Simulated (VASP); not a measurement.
# C (P6_3/mmc) in VASP: single point with LDA

Aim: the single point of C with LDA.

All numbers are computed with VASP 6.6.1; they aren't measurements. Logs are shortened: lines on timing, memory, paths and dates and some standing lists are left out, and cuts for length are marked.

## (1) The cell of the first run

It takes space group P6_3/mmc (No. 194, hexagonal). The conventional cell has a = 2.492 Å, b = 2.492 Å, c = 12.292 Å, α = 90.00°, β = 90.00°, γ = 120.00°. Within 2.0 Å of C (site symmetry 3m) lie 4 C at 1.53 to 1.55 Å. C (site symmetry 3m) has 4 C at 1.53 Å within 2.0 Å. C (site symmetry 3m) has 4 C at 1.53 Å within 2.0 Å.

## (2) Single point, LDA

File INCAR:

```
ALGO     = Normal         # electronic algorithm
EDIFF    = 1E-6           # SCF threshold, eV
ENCUT    = 910            # plane-wave cutoff, eV
GGA_COMPAT= False        
ISIF     = 2              # what is computed and relaxed
ISMEAR   = 0              # smearing method
LASPH    = True           # aspherical terms in the spheres
LCHARG   = False          # write CHGCAR
LREAL    = False          # projectors in reciprocal space
LWAVE    = False          # write WAVECAR
NBANDS   = 36             # bands
NELM     = 120            # most SCF steps
PREC     = Accurate       # precision mode
SIGMA    = 0.05           # smearing width, eV
```

File KPOINTS:

```
k-points
0
Gamma
  12 12 2
```

File POSCAR:

```
C
1.0
    2.4921382545      0.0000000000      0.0000000000
   -1.2460691272      2.1582550381      0.0000000000
    0.0000000000      0.0000000000     12.2917957867
C
12
Direct
    0.0000000000      0.0000000000      0.1868599868
    0.0000000000      0.0000000000      0.6868599868
    0.0000000000      0.0000000000      0.3131400132
    0.0000000000      0.0000000000      0.8131400132
    0.3333333333      0.6666666667      0.5207718743
    0.6666666667      0.3333333333      0.0207718743
    0.3333333333      0.6666666667      0.9792281257
    0.6666666667      0.3333333333      0.4792281257
    0.3333333333      0.6666666667      0.6450609412
    0.6666666667      0.3333333333      0.1450609412
    0.3333333333      0.6666666667      0.8549390588
    0.6666666667      0.3333333333      0.3549390588
```

Potentials or basis: VASP PAW LDA potentials, release 64 (C_h).

Started as:

```
> cat potpaw_LDA.64/C_h/POTCAR > POTCAR
> mpirun -np 1 vasp_std > vasp.out
```

OUTCAR:

```text
EDIFF = 1E-6
   ENCUT = 910
   ISIF = 2
   ISMEAR = 0
   LASPH = True
   LREAL = False
   NELM = 120
   PREC = Accurate

 ion  position               nearest neighbor table
   1  0.000  0.000  0.187-
   2  0.000  0.000  0.687-
   3  0.000  0.000  0.313-
   4  0.000  0.000  0.813-
   5  0.333  0.667  0.521-
   6  0.667  0.333  0.021-
   7  0.333  0.667  0.979-
   8  0.667  0.333  0.479-
   9  0.333  0.667  0.645-
  10  0.667  0.333  0.145-
  11  0.333  0.667  0.855-
  12  0.667  0.333  0.355-

  LATTYP: Found a hexagonal cell.
 ALAT       =     2.4921382545
 C/A-ratio  =     4.9322286853

  Lattice vectors:

 A1 = (   2.4921382545,   0.0000000000,   0.0000000000)
 A2 = (  -1.2460691272,   2.1582550381,   0.0000000000)
 A3 = (   0.0000000000,   0.0000000000,  12.2917957867)

Analysis of symmetry for initial positions (statically):
=====================================================================
 Subroutine PRICEL returns:
 Original cell was already a primitive cell.

 Routine SETGRP: Setting up the symmetry group for a
 hexagonal supercell.

 Subroutine GETGRP returns: Found 24 space group operations
 (whereof 12 operations were pure point group operations)
 out of a pool of 24 trial point group operations.

The static configuration has the point symmetry D_3d.
 The point group associated with its full space group is D_6h.

Analysis of symmetry for dynamics (positions and initial velocities):
=====================================================================
 Subroutine PRICEL returns:
 Original cell was already a primitive cell.

 Routine SETGRP: Setting up the symmetry group for a
 hexagonal supercell.

 Subroutine GETGRP returns: Found 24 space group operations
 (whereof 12 operations were pure point group operations)
 out of a pool of 24 trial point group operations.

The dynamic configuration has the point symmetry D_3d.
 The point group associated with its full space group is D_6h.

 Subroutine INISYM returns: Found 24 space group operations
 (whereof 12 operations are pure point group operations),
 and found     1 'primitive' translations

----------------------------------------------------------------------------------------

                                     Primitive cell

  volume of cell :      66.1135

  direct lattice vectors                    reciprocal lattice vectors
     2.492138254  0.000000000  0.000000000     0.401261847  0.231668636  0.000000000
    -1.246069127  2.158255038  0.000000000     0.000000000  0.463337271  0.000000000
     0.000000000  0.000000000 12.291795787     0.000000000  0.000000000  0.081355078

  length of vectors
     2.492138254  2.492138254 12.291795787     0.463337271  0.463337271  0.081355078

  position of ions in fractional coordinates (direct lattice)
     0.000000000  0.000000000  0.186859987
     0.000000000  0.000000000  0.686859987
     0.000000000  0.000000000  0.313140013
     0.000000000  0.000000000  0.813140013
     0.333333333  0.666666667  0.520771874
     0.666666667  0.333333333  0.020771874
     0.333333333  0.666666667  0.979228126
     0.666666667  0.333333333  0.479228126
     0.333333333  0.666666667  0.645060941
     0.666666667  0.333333333  0.145060941
     0.333333333  0.666666667  0.854939059
     0.666666667  0.333333333  0.354939059

  ion indices of the primitive-cell ions
   primitive index   ion index
                 1           1
                 2           2
                 3           3
                 4           4
                 5           5
                 6           6
                 7           7
                 8           8
                 9           9
                10          10
                11          11
                12          12

----------------------------------------------------------------------------------------

 KPOINTS: k-points

Automatic generation of k-mesh.
 Grid dimensions read from file:
 generate k-points for:   12   12    2

 Generating k-lattice:

  Cartesian coordinates                     Fractional coordinates (reciprocal lattice)
     0.033438487  0.019305720  0.000000000     0.083333333  0.000000000  0.000000000
     0.000000000  0.038611439  0.000000000     0.000000000  0.083333333  0.000000000
     0.000000000  0.000000000  0.040677539     0.000000000  0.000000000  0.500000000

  Length of vectors
     0.038611439  0.038611439  0.040677539

  Shift w.r.t. Gamma in fractional coordinates (k-lattice)
     0.000000000  0.000000000  0.000000000

 Subroutine IBZKPT returns following result:
 ===========================================

 Found     38 irreducible k-points:

 Following reciprocal coordinates:
            Coordinates               Weight
  0.000000  0.000000  0.000000      1.000000
  0.083333 -0.000000  0.000000      6.000000
  0.166667 -0.000000  0.000000      6.000000
  0.250000 -0.000000  0.000000      6.000000
  0.333333 -0.000000  0.000000      6.000000
  0.416667 -0.000000  0.000000      6.000000
[... 16 lines left out ...]
  0.250000 -0.000000  0.500000      6.000000
  0.333333 -0.000000  0.500000      6.000000
 [... further k-points ...]
   k-points           NKPTS =     38   k-points in BZ     NKDIM =     38   number of bands    NBANDS=     36
   number of dos      NEDOS =    301   number of ions     NIONS =     12
   total plane-waves  NPLWV =  98784
   dimension x,y,z NGX =    28 NGY =   28 NGZ =  126
   dimension x,y,z NGXF=    56 NGYF=   56 NGZF=  252
   ions per type =              12
   NGX,Y,Z   is equivalent  to a cutoff of  18.68, 18.68, 17.04 a.u.
   NGXF,Y,Z  is equivalent  to a cutoff of  37.36, 37.36, 34.08 a.u.
 SYSTEM =  unknown system
   PREC   = accura    normal or accurate (medium, high low for compatibility)
   ISTART =      0    job   : 0-new  1-cont  2-samecut
   ICHARG =      2    charge: 1-file 2-atom 10-const
   ISPIN  =      1    spin polarized calculation?
   LNONCOLLINEAR =      F non collinear calculations
   LSORBIT =      F    spin-orbit coupling
   LASPH  =      T    aspherical Exc in radial PAW
   ENCUT  =  910.0 eV  66.88 Ry    8.18 a.u.   6.13  6.13 30.23*2*pi/ulx,y,z
   NELM   =    120;   NELMIN=  2; NELMDL= -5     # of ELM steps
   EDIFF  = 0.1E-05   stopping-criterion for ELM
   LREAL  =      F    real-space projection
   EDIFFG = 0.1E-04   stopping-criterion for IOM
   NSW    =      0    number of steps for IOM
   IBRION =     -1    ionic relax: 0-MD 1-quasi-New 2-CG
   NFREE  =      0    steps in history (QN), initial steepest desc. (CG)
   ISIF   =      2    stress and relaxation
   ISYM   =      2    0-nonsym 1-usesym 2-fastsym
   POTIM  = 0.5000    time-step for ionic-motion
   TEBEG  =    0.0;   TEEND  =   0.0 temperature during run
   PSTRESS=    0.0 pullay stress
   NELECT =      48.0000    total number of electrons
   NUPDOWN=      -1.0000    fix difference up-down
   EMIN   =  10.00;   EMAX   =-10.00  energy-range for DOS
   EFERMI =   0.00;   METHOD = LEGACY
   ISMEAR =     0;   SIGMA  =   0.05  broadening in eV -4-tet -1-fermi 0-gaus
   EFERMI_NEDOS =   21; number of points for ismear=-14 and -15
   IALGO  =     38    algorithm
   IMIX   =      4    mixing-type and parameters
     AMIX     =   0.40;   BMIX     =  1.00
     AMIX_MAG =   1.60;   BMIX_MAG =  1.00
  volume/ion in A,a.u.               =       5.51        37.18
  Fermi-wavevector in a.u.,A,eV,Ry     =   1.471381  2.780507 29.456100  2.164962
  Thomas-Fermi vector in A             =   2.586524
   LORBIT       =      0    0 simple, 1 ext, 2 COOP (PROOUT), +10 PAW based schemes
   GGA     = CA    functional components
   LHFCALC =     F    Hartree Fock is set to
   AEXX    =    0.0000 exact exchange contribution
   IVDW    =     0    specifies the selected vdW correction
   LEPSILON=     F    determine dielectric tensor
   LRPA    =     F    only Hartree local field effects (RPA)
 non-spin polarized calculation
 Gauss-broadening in eV      SIGMA  =   0.05
  energy-cutoff  :      910.00
  volume of cell :       66.11
 maximum number of plane-waves:      4182
 NGX is ok and might be reduce to    28
   NGX = 13   NGY = 13   NGZ = 61

 number of electron      48.0000000 magnetization

 Free energy of the ion-electron system (eV)
  ---------------------------------------------------
  ext. energy  EPLUGINS =         0.00000000
  ---------------------------------------------------
  free energy    TOTEN  =      -121.53018626 eV

  energy without entropy =     -121.53018626  energy(sigma->0) =     -121.53018626

 E-fermi :  11.6585     XC(G=0): -13.7930

 val. band max:       11.4246766080   @ k =   0.0000   0.0000   0.0000
 cond. band min:      15.9294213027   @ k =   0.3333  -0.0000   0.0000
 fundamental gap:      4.5047446946
 Fermi energy:        11.6584949704

 k-point     1 :       0.0000    0.0000    0.0000
  band No.  band energies     occupation
      1     -10.3907      2.00000
      2      -9.6556      2.00000
      3      -9.5753      2.00000
      4      -7.3683      2.00000
      5      -7.3038      2.00000
      6      -4.4555      2.00000
[... 28 lines left out ...]
     35      19.4547      0.00000
     36      19.9842      0.00000

 k-point     2 :       0.0833   -0.0000    0.0000
  band No.  band energies     occupation
      1     -10.2159      2.00000
      2      -9.4819      2.00000
      3      -9.4020      2.00000
      4      -7.1992      2.00000
      5      -7.1354      2.00000
      6      -4.3018      2.00000
[... 28 lines left out ...]
     35      19.9928      0.00000
     36      20.1361      0.00000
[... 817 lines left out ...]
     35      21.2432      0.00000
     36      21.2440      0.00000

 k-point    24 :       0.3333   -0.0000    0.5000
  band No.  band energies     occupation
      1      -7.4475      2.00000
      2      -7.4475      2.00000
      3      -5.9594      2.00000
      4      -5.9594      2.00000
      5      -3.1954      2.00000
      6      -3.1954      2.00000
[... 28 lines left out ...]
     35      20.9955      0.00000
     36      20.9955      0.00000

 [... further k-points ...]

------------------------ aborting loop because EDIFF is reached ----------------------------------------

  FORCE on cell =-STRESS in cart. coord.  units (eV):
  Direction    XX          YY          ZZ          XY          YZ          ZX
  --------------------------------------------------------------------------------------
  -------------------------------------------------------------------------------------
  Total        0.3021577      0.3021577      0.3263954      0.0000000      0.0000000     -0.0000000
  in kB        7.3224104      7.3224104      7.9097800      0.0000000      0.0000000     -0.0000000
  external PRESSURE =       7.5182003 kB  Pullay stress =       0.0000000 kB

 VOLUME and BASIS-vectors are now :
 -----------------------------------------------------------------------------
  energy-cutoff  :      910.00
  volume of cell :       66.11
      direct lattice vectors                 reciprocal lattice vectors
     2.492138254  0.000000000  0.000000000     0.401261847  0.231668636  0.000000000
    -1.246069127  2.158255038  0.000000000     0.000000000  0.463337271  0.000000000
     0.000000000  0.000000000 12.291795787     0.000000000  0.000000000  0.081355078

 POSITION                                       TOTAL-FORCE (eV/Angst)
 -----------------------------------------------------------------------------------
      0.00000      0.00000      2.29684         0.000000     -0.000000      0.001437
      0.00000      0.00000      8.44274        -0.000000      0.000000      0.001437
      0.00000      0.00000      3.84905         0.000000     -0.000000     -0.001437
      0.00000      0.00000      9.99495         0.000000      0.000000     -0.001437
     -0.00000      1.43884      6.40122        -0.000000      0.000000     -0.003082
      1.24607      0.71942      0.25532        -0.000000     -0.000000     -0.003082
     -0.00000      1.43884     12.03647        -0.000000      0.000000      0.003082
      1.24607      0.71942      5.89057        -0.000000     -0.000000      0.003082
     -0.00000      1.43884      7.92896         0.000000      0.000000      0.001772
      1.24607      0.71942      1.78306        -0.000000      0.000000      0.001772
     -0.00000      1.43884     10.50874         0.000000     -0.000000     -0.001772
      1.24607      0.71942      4.36284         0.000000      0.000000     -0.001772
 -----------------------------------------------------------------------------------
    total drift:                               -0.000000      0.000000      0.000000

  FREE ENERGIE OF THE ION-ELECTRON SYSTEM (eV)
  ---------------------------------------------------
  free  energy   TOTEN  =      -121.5301862581 eV

  energy  without entropy=     -121.5301862581  energy(sigma->0) =     -121.53018626
```

It took 2.4 min on 1 thread of Intel Xeon Platinum 8375C at 2.90GHz (Ice Lake), shared host; peak memory 0.3 GiB.

Results:

```
Free energy            : -121.5302 eV
Pressure               : 0.8 GPa
Largest force          : 0.003 eV/Å
Band gap on the k mesh : 4.50 eV (least direct gap 5.41 eV)
```

Forces on the atoms (eV/Å):
```
C    0.000  0.000  0.001
C    0.000  0.000  0.001
C    0.000  0.000 -0.001
C    0.000  0.000 -0.001
C    0.000  0.000 -0.003
C    0.000  0.000 -0.003
C    0.000  0.000  0.003
C    0.000  0.000  0.003
C    0.000  0.000  0.002
C    0.000  0.000  0.002
C    0.000  0.000 -0.002
C    0.000  0.000 -0.002
```

Caveat: the cutoff is under 1.25 times the usual one of these potentials, so pressure, stress and relaxed cells hold a basis-set (Pulay) error. As with any semilocal functional, this LDA gap is likely too small.
